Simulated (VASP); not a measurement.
# MgS (P6_3mc) in VASP: further runs, part 2 of 2

VASP 6.6.1.

## Step 3: Single point, PBEsol

This run uses another cell than the first one, of the same volume but with other edges.

Input file INCAR:

```
SYSTEM = MgS
ALGO     = Normal         ! electronic algorithm
EDIFF    = 1E-6           ! SCF threshold, eV
ENCUT    = 520            ! plane-wave cutoff, eV
GGA      = PS             ! functional
ISIF     = 2              ! what is computed and relaxed
ISMEAR   = 0              ! smearing method
LASPH    = .True.         ! aspherical terms in the spheres
LCHARG   = .False.        ! write CHGCAR
LREAL    = .False.        ! projectors in reciprocal space
LWAVE    = .False.        ! write WAVECAR
NBANDS   = 16             ! bands
NELM     = 60             ! most SCF steps
PREC     = Accurate       ! precision mode
SIGMA    = 0.05           ! smearing width, eV
```

Input file KPOINTS:

```
k-points
0
Gamma
  9 9 4
  0 0 0
```

Input file POSCAR:

```
MgS
1.0
    3.9695364705      0.0000000000      0.0000000000
   -1.9847682352      3.4377194247      0.0000000000
    0.0000000000      0.0000000000      6.6449558223
Mg S
2 2
Direct
    0.6666666667      0.3333333333      0.4957548500
    0.3333333333      0.6666666667      0.9957548500
    0.3333333333      0.6666666667      0.3792441500
    0.6666666667      0.3333333333      0.8792441500
```

Potentials or basis: VASP PAW PBE potentials, release 64 (Mg, S).

Run with:

```
> cat potpaw_PBE.64/Mg/POTCAR potpaw_PBE.64/S/POTCAR > POTCAR
> mpirun -np 1 vasp_std > vasp.out
```

OUTCAR:

```text
SYSTEM = MgS
   EDIFF = 1E-6
   ENCUT = 520
   GGA = PS
   ISIF = 2
   ISMEAR = 0
   LASPH = .True.
   LREAL = .False.
   NELM = 60
   PREC = Accurate

 ion  position               nearest neighbor table
   1  0.667  0.333  0.496-   3 2.42   3 2.42   3 2.42   4 2.55
   2  0.333  0.667  0.996-   4 2.42   4 2.42   4 2.42   3 2.55
   3  0.333  0.667  0.379-   1 2.42   1 2.42   1 2.42   2 2.55
   4  0.667  0.333  0.879-   2 2.42   2 2.42   2 2.42   1 2.55

  LATTYP: Found a hexagonal cell.
 ALAT       =     3.9695364705
 C/A-ratio  =     1.6739878501

  Lattice vectors:

 A1 = (   3.9695364705,   0.0000000000,   0.0000000000)
 A2 = (  -1.9847682352,   3.4377194247,   0.0000000000)
 A3 = (   0.0000000000,   0.0000000000,   6.6449558223)

Analysis of symmetry for initial positions (statically):
=====================================================================
 Subroutine PRICEL returns:
 Original cell was already a primitive cell.

 Routine SETGRP: Setting up the symmetry group for a
 hexagonal supercell.

 Subroutine GETGRP returns: Found 12 space group operations
 (whereof  6 operations were pure point group operations)
 out of a pool of 24 trial point group operations.

The static configuration has the point symmetry C_3v.
 The point group associated with its full space group is C_6v.

Analysis of symmetry for dynamics (positions and initial velocities):
=====================================================================
 Subroutine PRICEL returns:
 Original cell was already a primitive cell.

 Routine SETGRP: Setting up the symmetry group for a
 hexagonal supercell.

 Subroutine GETGRP returns: Found 12 space group operations
 (whereof  6 operations were pure point group operations)
[... 123 lines left out ...]
   EFERMI_NEDOS =   21; number of points for ismear=-14 and -15
   IALGO  =     38    algorithm
   IMIX   =      4    mixing-type and parameters
     AMIX     =   0.40;   BMIX     =  1.00
     AMIX_MAG =   1.60;   BMIX_MAG =  1.00
  volume/ion in A,a.u.               =      22.67       152.98
  Fermi-wavevector in a.u.,A,eV,Ry     =   0.918221  1.735187 11.471486  0.843130
  Thomas-Fermi vector in A             =   2.043279
   LORBIT       =      0    0 simple, 1 ext, 2 COOP (PROOUT), +10 PAW based schemes
   GGA     = PS    functional components
   LHFCALC =     F    Hartree Fock is set to
   AEXX    =    0.0000 exact exchange contribution
   IVDW    =     0    specifies the selected vdW correction
   LEPSILON=     F    determine dielectric tensor
   LRPA    =     F    only Hartree local field effects (RPA)
 non-spin polarized calculation
 Gauss-broadening in eV      SIGMA  =   0.05
  energy-cutoff  :      520.00
  volume of cell :       90.68
 maximum number of plane-waves:      2472
 NGX is ok and might be reduce to    30

 number of electron      16.0000001 magnetization

 Free energy of the ion-electron system (eV)
  ---------------------------------------------------
  ext. energy  EPLUGINS =         0.00000000
  ---------------------------------------------------
  free energy    TOTEN  =       -17.82448802 eV

  energy without entropy =      -17.82448802  energy(sigma->0) =      -17.82448802

 E-fermi :   1.2987     XC(G=0):  -8.5697

 val. band max:        1.0331166679   @ k =   0.0000   0.0000   0.0000
 cond. band min:       4.3748095594   @ k =   0.0000   0.0000   0.0000
 fundamental gap:      3.3416928914
 Fermi energy:         1.2987136911

 k-point     1 :       0.0000    0.0000    0.0000
  band No.  band energies     occupation
      1     -10.2804      2.00000
      2      -9.6272      2.00000
      3      -2.1568      2.00000
      4       0.6667      2.00000
      5       0.6667      2.00000
      6       1.0099      2.00000
[... 433 lines left out ...]
      3      -1.4804      2.00000
      4      -1.4804      2.00000
      5      -1.2621      2.00000
      6      -0.5689      2.00000
[... 8 lines left out ...]
     15      10.3441      0.00000
     16      11.3377      0.00000

 [... further k-points ...]

------------------------ aborting loop because EDIFF is reached ----------------------------------------

  FORCE on cell =-STRESS in cart. coord.  units (eV):
  Direction    XX          YY          ZZ          XY          YZ          ZX
  --------------------------------------------------------------------------------------
  -------------------------------------------------------------------------------------
  Total        0.8399859      0.8399859     -1.8231392      0.0000000      0.0000000      0.0000000
  in kB       14.8415841     14.8415841    -32.2127715      0.0000000      0.0000000      0.0000000
  external PRESSURE =      -0.8432011 kB  Pullay stress =       0.0000000 kB

 VOLUME and BASIS-vectors are now :
 -----------------------------------------------------------------------------
  energy-cutoff  :      520.00
  volume of cell :       90.68
      direct lattice vectors                 reciprocal lattice vectors
     3.969536471  0.000000000  0.000000000     0.251918582  0.145445261  0.000000000
    -1.984768235  3.437719425  0.000000000     0.000000000  0.290890523  0.000000000
     0.000000000  0.000000000  6.644955822     0.000000000  0.000000000  0.150490090

 POSITION                                       TOTAL-FORCE (eV/Angst)
 -----------------------------------------------------------------------------------
      1.98477      1.14591      3.29427        -0.000000      0.000000      0.346341
     -0.00000      2.29181      6.61675        -0.000000      0.000000      0.346341
     -0.00000      2.29181      2.52006         0.000000      0.000000     -0.346341
      1.98477      1.14591      5.84254        -0.000000      0.000000     -0.346341
 -----------------------------------------------------------------------------------
    total drift:                               -0.000000      0.000000      0.000507

  FREE ENERGIE OF THE ION-ELECTRON SYSTEM (eV)
  ---------------------------------------------------
  free  energy   TOTEN  =       -17.8244880194 eV

  energy  without entropy=      -17.8244880194  energy(sigma->0) =      -17.82448802
```

stdout:

```text
POSCAR found type information on POSCAR MgS
 POSCAR found :  2 types and       4 ions
 scaLAPACK will be used
 -----------------------------------------------------------------------------
|                                                                             |
|                                                                             |
|     You enforced a specific xc type in the INCAR file but a different       |
|     I HOPE YOU KNOW WHAT YOU ARE DOING!                                     |
|                                                                             |
 -----------------------------------------------------------------------------

 LDA part: xc-table for (Slater+PW92), standard interpolation
 POSCAR, INCAR and KPOINTS ok, starting setup
 FFT: planning ... GRIDC
 FFT: planning ... GRID_SOFT
 FFT: planning ... GRID
 WAVECAR not read
 entering main loop
```

Run time: 35 s. Hardware: 1 thread of AMD EPYC 7R13 (Zen 3), shared host; peak memory 0.19 GiB.

Results:

- Free energy: -17.8245 eV
- Pressure: -0.1 GPa
- Largest force: 0.346 eV/Å
- Band gap on the k mesh: 3.34 eV

Forces on the atoms (eV/Å):
```
Mg   0.000  0.000  0.346
Mg   0.000  0.000  0.346
S    0.000  0.000 -0.346
S    0.000  0.000 -0.346
```

Stress tensor (GPa, compression positive):
```
 1.48  0.00  0.00
 0.00  1.48  0.00
 0.00  0.00 -3.22
```

Caveat: the PAW data sets were made with another functional, which shifts forces and pressure a little; an odd mesh through Γ misses points on the zone boundary, where band edges can lie.
